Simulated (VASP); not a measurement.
# GaSb3 (I4mm) in VASP: notebook

Runs on GaSb3. Level: PBE+D3(BJ). Tasks: single point.

All numbers are computed with VASP 6.6.1; they aren't measurements. Logs are shortened: lines on timing, memory, paths and dates and some standing lists are left out, and cuts for length are marked.

## (1) The cell of the first run

Symmetry: I4mm, No. 107, tetragonal system. The conventional cell has a = 5.159 Å, b = 5.159 Å, c = 7.296 Å, α = 90.00°, β = 90.00°, γ = 90.00°. Within 4.1 Å of Ga (site symmetry 4mm) lie 14 Sb at 3.10 to 3.75 Å. Sb (site symmetry 2mm) has 4 Ga at 3.10 to 3.22 Å and 10 Sb at 3.16 to 3.65 Å within 4.1 Å. Sb (site symmetry 4mm) has 8 Sb at 3.16 Å and 6 Ga at 3.55 to 3.75 Å within 4.2 Å.

## (2) Single point, PBE+D3(BJ) (atom 1 (Ga) moved -0.100 Å along Cartesian [1 0 0])

INCAR reads:

```
ALGO     = Normal         # electronic algorithm
EDIFF    = 1E-6           # SCF threshold, eV
ENCUT    = 520            # plane-wave cutoff, eV
GGA      = PE             # functional
ISIF     = 2              # what is computed and relaxed
ISMEAR   = 0              # smearing method
IVDW     = 12             # dispersion correction
LASPH    = T              # aspherical terms in the spheres
LCHARG   = F              # write CHGCAR
LREAL    = F              # projectors in reciprocal space
LWAVE    = F              # write WAVECAR
NBANDS   = 22             # bands
NELM     = 60             # most SCF steps
PREC     = Accurate       # precision mode
SIGMA    = 0.15           # smearing width, eV
```

KPOINTS reads:

```
k-points
0
Gamma
  12 12 12
```

POSCAR reads:

```
GaSb3
1.0
    0.0000000000      3.6478901005      3.6478901005
    3.6478901005      0.0000000000      3.6478901005
    3.6478901005      3.6478901005      0.0000000000
Ga Sb
1 3
Direct
    0.0137065533     -0.0137065533     -0.0137065533
    0.2500000000      0.2500000000      0.2500000000
    0.7500000000      0.7500000000      0.7500000000
    0.5000000000      0.5000000000      0.5000000000
```

Potentials or basis: VASP PAW PBE potentials, release 64 (Ga_d, Sb).

Launch:

```bash
cat potpaw_PBE.64/Ga_d/POTCAR potpaw_PBE.64/Sb/POTCAR > POTCAR
mpirun -np 1 vasp_std > vasp.out
```

OUTCAR:

```text
EDIFF = 1E-6
   ENCUT = 520
   GGA = PE
   ISIF = 2
   ISMEAR = 0
   IVDW = 12
   LASPH = T
   LREAL = F
   NELM = 60
   PREC = Accurate
 IVDW          = 12

 ion  position               nearest neighbor table
   1  0.014  0.986  0.986-   3 3.10   3 3.10   2 3.10   2 3.10   2 3.22   3 3.22   2 3.22   3 3.22

   2  0.250  0.250  0.250-   1 3.10   1 3.10   4 3.16   4 3.16   4 3.16   4 3.16   1 3.22   1 3.22
                             3 3.65   3 3.65   3 3.65   3 3.65   3 3.65   3 3.65
   3  0.750  0.750  0.750-   1 3.10   1 3.10   4 3.16   4 3.16   4 3.16   4 3.16   1 3.22   1 3.22
                             2 3.65   2 3.65   2 3.65   2 3.65   2 3.65   2 3.65
   4  0.500  0.500  0.500-   2 3.16   3 3.16   2 3.16   2 3.16   2 3.16   3 3.16   3 3.16   3 3.16

  LATTYP: Found a face centered cubic cell.
 ALAT       =     7.2957802010

  Lattice vectors:

 A1 = (   0.0000000000,   3.6478901005,   3.6478901005)
 A2 = (   3.6478901005,   0.0000000000,   3.6478901005)
 A3 = (   3.6478901005,   3.6478901005,   0.0000000000)

Analysis of symmetry for initial positions (statically):
=====================================================================
 Subroutine PRICEL returns:
 Original cell was already a primitive cell.

 Routine SETGRP: Setting up the symmetry group for a
 face centered cubic supercell.

 Subroutine GETGRP returns: Found  8 space group operations
 (whereof  8 operations were pure point group operations)
 out of a pool of 48 trial point group operations.

The static configuration has the point symmetry C_4v.

Analysis of symmetry for dynamics (positions and initial velocities):
=====================================================================
 Subroutine PRICEL returns:
 Original cell was already a primitive cell.

 Routine SETGRP: Setting up the symmetry group for a
 face centered cubic supercell.

 Subroutine GETGRP returns: Found  8 space group operations
 (whereof  8 operations were pure point group operations)
 out of a pool of 48 trial point group operations.

The dynamic configuration has the point symmetry C_4v.

 Subroutine INISYM returns: Found  8 space group operations
 (whereof  8 operations are pure point group operations),
 and found     1 'primitive' translations

----------------------------------------------------------------------------------------

                                     Primitive cell

  volume of cell :      97.0857

  direct lattice vectors                    reciprocal lattice vectors
     0.000000000  3.647890101  3.647890101    -0.137065533  0.137065533  0.137065533
     3.647890101  0.000000000  3.647890101     0.137065533 -0.137065533  0.137065533
     3.647890101  3.647890101  0.000000000     0.137065533  0.137065533 -0.137065533

  length of vectors
     5.158895654  5.158895654  5.158895654     0.237404467  0.237404467  0.237404467

  position of ions in fractional coordinates (direct lattice)
     0.013706553  0.986293447  0.986293447
     0.250000000  0.250000000  0.250000000
     0.750000000  0.750000000  0.750000000
     0.500000000  0.500000000  0.500000000

  ion indices of the primitive-cell ions
   primitive index   ion index
                 1           1
                 2           2
                 3           3
                 4           4

----------------------------------------------------------------------------------------

 KPOINTS: k-points

Automatic generation of k-mesh.
 Grid dimensions read from file:
 generate k-points for:   12   12   12

 Generating k-lattice:

  Cartesian coordinates                     Fractional coordinates (reciprocal lattice)
    -0.011422128  0.011422128  0.011422128     0.083333333  0.000000000  0.000000000
     0.011422128 -0.011422128  0.011422128     0.000000000  0.083333333  0.000000000
     0.011422128  0.011422128 -0.011422128     0.000000000  0.000000000  0.083333333

  Length of vectors
     0.019783706  0.019783706  0.019783706

  Shift w.r.t. Gamma in fractional coordinates (k-lattice)
     0.000000000  0.000000000  0.000000000

 Subroutine IBZKPT returns following result:
 ===========================================

 Found    163 irreducible k-points:

 Following reciprocal coordinates:
            Coordinates               Weight
  0.000000  0.000000  0.000000      1.000000
  0.083333  0.000000  0.000000      8.000000
  0.166667  0.000000  0.000000      8.000000
  0.250000  0.000000  0.000000      8.000000
  0.333333  0.000000  0.000000      8.000000
  0.416667  0.000000  0.000000      8.000000
[... 16 lines left out ...]
  0.000000 -0.333333  0.083333      8.000000
 -0.250000  0.083333  0.000000     16.000000
 [... further k-points ...]
   k-points           NKPTS =    163   k-points in BZ     NKDIM =    163   number of bands    NBANDS=     22
   number of dos      NEDOS =    301   number of ions     NIONS =      4
   total plane-waves  NPLWV =  64000
   dimension x,y,z NGX =    40 NGY =   40 NGZ =   40
   dimension x,y,z NGXF=    80 NGYF=   80 NGZF=   80
   ions per type =               1   3
   NGX,Y,Z   is equivalent  to a cutoff of  12.89, 12.89, 12.89 a.u.
   NGXF,Y,Z  is equivalent  to a cutoff of  25.78, 25.78, 25.78 a.u.
 SYSTEM =  unknown system
   PREC   = accura    normal or accurate (medium, high low for compatibility)
   ISTART =      0    job   : 0-new  1-cont  2-samecut
   ICHARG =      2    charge: 1-file 2-atom 10-const
   ISPIN  =      1    spin polarized calculation?
   LNONCOLLINEAR =      F non collinear calculations
   LSORBIT =      F    spin-orbit coupling
   LASPH  =      T    aspherical Exc in radial PAW
   ENCUT  =  520.0 eV  38.22 Ry    6.18 a.u.   9.59  9.59  9.59*2*pi/ulx,y,z
   NELM   =     60;   NELMIN=  2; NELMDL= -5     # of ELM steps
   EDIFF  = 0.1E-05   stopping-criterion for ELM
   LREAL  =      F    real-space projection
   EDIFFG = 0.1E-04   stopping-criterion for IOM
   NSW    =      0    number of steps for IOM
   IBRION =     -1    ionic relax: 0-MD 1-quasi-New 2-CG
   NFREE  =      0    steps in history (QN), initial steepest desc. (CG)
   ISIF   =      2    stress and relaxation
   ISYM   =      2    0-nonsym 1-usesym 2-fastsym
   POTIM  = 0.5000    time-step for ionic-motion
   TEBEG  =    0.0;   TEEND  =   0.0 temperature during run
   PSTRESS=    0.0 pullay stress
   NELECT =      28.0000    total number of electrons
   NUPDOWN=      -1.0000    fix difference up-down
   EMIN   =  10.00;   EMAX   =-10.00  energy-range for DOS
   EFERMI =   0.00;   METHOD = LEGACY
   ISMEAR =     0;   SIGMA  =   0.15  broadening in eV -4-tet -1-fermi 0-gaus
   EFERMI_NEDOS =   21; number of points for ismear=-14 and -15
   IALGO  =     38    algorithm
   IMIX   =      4    mixing-type and parameters
     AMIX     =   0.40;   BMIX     =  1.00
     AMIX_MAG =   1.60;   BMIX_MAG =  1.00
  volume/ion in A,a.u.               =      24.27       163.79
  Fermi-wavevector in a.u.,A,eV,Ry     =   1.081623  2.043970 15.917558  1.169908
  Thomas-Fermi vector in A             =   2.217644
   LORBIT       =      0    0 simple, 1 ext, 2 COOP (PROOUT), +10 PAW based schemes
   GGA     = PE    functional components
   LHFCALC =     F    Hartree Fock is set to
   AEXX    =    0.0000 exact exchange contribution
   IVDW    =    12    specifies the selected vdW correction
   LEPSILON=     F    determine dielectric tensor
   LRPA    =     F    only Hartree local field effects (RPA)
 non-spin polarized calculation
 Gauss-broadening in eV      SIGMA  =   0.15
  energy-cutoff  :      520.00
  volume of cell :       97.09
 maximum number of plane-waves:      2685
   NGX = 19   NGY = 19   NGZ = 19

 number of electron      27.9999994 magnetization

 Free energy of the ion-electron system (eV)
  ---------------------------------------------------
  ext. energy  EPLUGINS =         0.00000000
  ---------------------------------------------------
  free energy    TOTEN  =       -14.48034316 eV

  energy without entropy =      -14.45597877  energy(sigma->0) =      -14.46816097

 E-fermi :   8.2538     XC(G=0): -10.4904

 val. band max:        8.2437772777   @ k =   0.0000   0.4167   0.2500
 cond. band min:       8.2680908699   @ k =   0.3333   0.1667  -0.4167
 fundamental gap:      0.0243135922
 Fermi energy:         8.2537663240

 k-point     1 :       0.0000    0.0000    0.0000
  band No.  band energies     occupation
      1      -6.5625      2.00000
      2      -6.5625      2.00000
      3      -6.5624      2.00000
      4      -6.5469      2.00000
      5      -6.5457      2.00000
      6      -4.6702      2.00000
[... 14 lines left out ...]
     21      15.5935      0.00000
     22      15.5995      0.00000

 k-point     2 :       0.0833    0.0000    0.0000
  band No.  band energies     occupation
      1      -6.5630      2.00000
      2      -6.5623      2.00000
      3      -6.5622      2.00000
      4      -6.5470      2.00000
      5      -6.5458      2.00000
      6      -4.6131      2.00000
[... 14 lines left out ...]
     21      15.0429      0.00000
     22      15.4617      0.00000

 k-point     3 :       0.1667    0.0000    0.0000
  band No.  band energies     occupation
      1      -6.5643      2.00000
      2      -6.5618      2.00000
      3      -6.5616      2.00000
      4      -6.5472      2.00000
      5      -6.5460      2.00000
      6      -4.4423      2.00000
[... 14 lines left out ...]
     21      13.8392      0.00000
     22      14.9863      0.00000
[... 476 lines left out ...]
 k-point    23 :       0.0000   -0.3333    0.0833
  band No.  band energies     occupation
      1      -6.5684      2.00000
      2      -6.5605      2.00000
      3      -6.5601      2.00000
      4      -6.5475      2.00000
      5      -6.5466      2.00000
      6      -3.5784      2.00000
[... 14 lines left out ...]
     21      13.3326      0.00000
     22      14.8108      0.00000

 k-point    24 :      -0.2500    0.0833    0.0000
  band No.  band energies     occupation
      1      -6.5667      2.00000
      2      -6.5610      2.00000
      3      -6.5606      2.00000
      4      -6.5477      2.00000
      5      -6.5462      2.00000
      6      -3.9929      2.00000
[... 14 lines left out ...]
     21      13.6952      0.00000
     22      14.2017      0.00000

 [... further k-points ...]

------------------------ aborting loop because EDIFF is reached ----------------------------------------

 Edisp (eV)   -1.91741

 E8    (eV) :    -0.8850

  FORCE on cell =-STRESS in cart. coord.  units (eV):
  Direction    XX          YY          ZZ          XY          YZ          ZX
  --------------------------------------------------------------------------------------
  -------------------------------------------------------------------------------------
  Total       0.19834     0.23397     0.23397     0.00000     0.00000     0.00000
  in kB       3.27323     3.86106     3.86106     0.00000     0.00000     0.00000
  external pressure =        3.67 kB  Pullay stress =        0.00 kB

 VOLUME and BASIS-vectors are now :
 -----------------------------------------------------------------------------
  energy-cutoff  :      520.00
  volume of cell :       97.09
      direct lattice vectors                 reciprocal lattice vectors
     0.000000000  3.647890101  3.647890101    -0.137065533  0.137065533  0.137065533
     3.647890101  0.000000000  3.647890101     0.137065533 -0.137065533  0.137065533
     3.647890101  3.647890101  0.000000000     0.137065533  0.137065533 -0.137065533

 POSITION                                       TOTAL-FORCE (eV/Angst)
 -----------------------------------------------------------------------------------
      7.19578      3.64789      3.64789         0.179399      0.000000      0.000000
      1.82395      1.82395      1.82395        -0.033232      0.000000      0.000000
      5.47184      5.47184      5.47184        -0.033232     -0.000000     -0.000000
      3.64789      3.64789      3.64789        -0.112936      0.000000      0.000000
 -----------------------------------------------------------------------------------
    total drift:                               -0.000735     -0.000001     -0.000001

  FREE ENERGIE OF THE ION-ELECTRON SYSTEM (eV)
  ---------------------------------------------------
  free  energy   TOTEN  =       -16.3977501078 eV

  energy  without entropy=      -16.3733857168  energy(sigma->0) =      -16.38556791
```

Run time: 6.6 min. Hardware: 1 thread of Intel Xeon 8259CL, shared host; peak memory 0.49 GiB.

Results:

```yaml
Free_energy: -16.3978 eV
Pressure: 0.4 GPa
Largest_force: 0.179 eV/Å
Band_gap_on_the_k_mesh: zero (bands 14 and 15 overlap by 4.12 eV)
Dispersion_energy_per_atom: -0.479 eV
```

Forces in eV/Å, atoms in the order of the input:
```
Ga   0.179  0.000  0.000
Sb  -0.033  0.000  0.000
Sb  -0.033  0.000  0.000
Sb  -0.113  0.000  0.000
```

Caveat: the cell differs from its parent crystal (atom 1 (Ga) moved -0.100 Å along Cartesian [1 0 0]); spin-orbit coupling is left out, which moves the levels of the heavy elements.

(Continued in part 2 of 2.)

The gap in the log of VASP goes by the Fermi energy; the results here count the filled bands.